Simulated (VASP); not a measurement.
Here is a VASP 6.6.1 calculation.

The input POSCAR:

```
ZrC
1.0
    0.0000000000      2.3502127467      2.3502127467
    2.3502127467      0.0000000000      2.3502127467
    2.3502127467      2.3502127467      0.0000000000
Zr C
1 1
Direct
    0.5000000000      0.5000000000      0.5000000000
    0.0000000000      0.0000000000      0.0000000000
```

File INCAR.step1:

```
SYSTEM = ZrC
  PREC = Accurate
  ENCUT = 660
  ISMEAR = 0
  SIGMA = 0.05
  LREAL = .False.
  LASPH = .True.
  NELM = 120
  NBANDS = 15
  GGA = PE
  ALGO = Normal
  EDIFF = 1E-5
  LWAVE = .True.
  LCHARG = .False.
  GGA_COMPAT = .False.
```

Contents of INCAR.step2:

```
SYSTEM = ZrC
  PREC = Accurate
  ENCUT = 660
  EDIFF = 1E-6
  ISMEAR = 0
  SIGMA = 0.05
  LREAL = .False.
  LASPH = .True.
  NELM = 120
  ALGO = Normal
  ISIF = 2
  LWAVE = .False.
  LCHARG = .True.
  METAGGA = R2SCAN
  LMIXTAU = .True.
  IVDW = 13
  VDW_S6 = 1.0
  VDW_S8 = 0.6018749
  VDW_A1 = 0.51559235
  VDW_A2 = 5.77342911
  LELF = .True.
  LVHAR = .True.
  NBANDS = 15
  ISTART = 1
  GGA_COMPAT = .False.
```

The input KPOINTS:

```
regular mesh
0
Gamma
  8 8 8
  0 0 0
```

Potentials or basis: VASP PAW PBE potentials, release 64 (Zr_sv, C).

Launch:

```sh
$ cat potpaw_PBE.64/Zr_sv/POTCAR potpaw_PBE.64/C/POTCAR > POTCAR
$ cp INCAR.step1 INCAR
$ mpirun -np 1 vasp_std > vasp.out
$ cp INCAR.step2 INCAR
$ mpirun -np 1 vasp_std > vasp.out
```

(1) What does it give for the pressure?

(2) Predict the dispersion energy per atom.

Answers

(1) 0.5 GPa.

(2) -0.090 eV.

Caveat: the PAW data sets were made with another functional, which shifts forces and pressure a little.
